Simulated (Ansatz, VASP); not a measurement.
## Ga2O3 in VASP and in Ansatz

```
CELL_PARAMETERS angstrom
6.00487 -1.48917 -0.00265
6.00487 1.48917 -0.00265
-1.35597 0.00000 5.71805
ATOMIC_POSITIONS crystal
Ga 0.34174 0.34174 0.68265
Ga 0.65826 0.65826 0.31735
Ga 0.90458 0.90458 0.19774
Ga 0.09542 0.09542 0.80226
O 0.50537 0.50537 0.74918
O 0.49463 0.49463 0.25082
O 0.82827 0.82827 0.43929
O 0.17173 0.17173 0.56071
O 0.16922 0.16922 0.11225
O 0.83078 0.83078 0.88775
```

Change from the starting cell: epitaxial_xy strain -2.0%.

Alike in both runs: task single point; functional r2SCAN; k mesh 8 × 8 × 4; no spin polarisation.

```csv
,VASP,Ansatz
version,VASP 6.6.1,Ansatz 0.2.0
potentials or method,"VASP PAW PBE potentials, release 64 (Ga_d, O)","plane waves, PAW"
plane-wave cutoff (eV),520,500
occupations,"gaussian, width 0.01 eV",fixed
valence electrons in the cell,88,88
```

Ansatz gave:

- gap on the k mesh at the Fermi level (eV): 3.21
- pressure (GPa): 4.7
- traceless stress, the component that is largest in VASP (GPa): -4.67
- rms of the force components (eV/Å): 0.001

Task: Estimate VASP's values.

Result: gap on the k mesh at the Fermi level (eV): 3.19; pressure (GPa): 6.7; traceless stress, the component that is largest in VASP (GPa): -4.63; rms of the force components (eV/Å): 0.038.

VASP's potentials were made for PBE, not for r2SCAN. Atom by atom the forces differ by 0.038 eV/Å (rms over components).
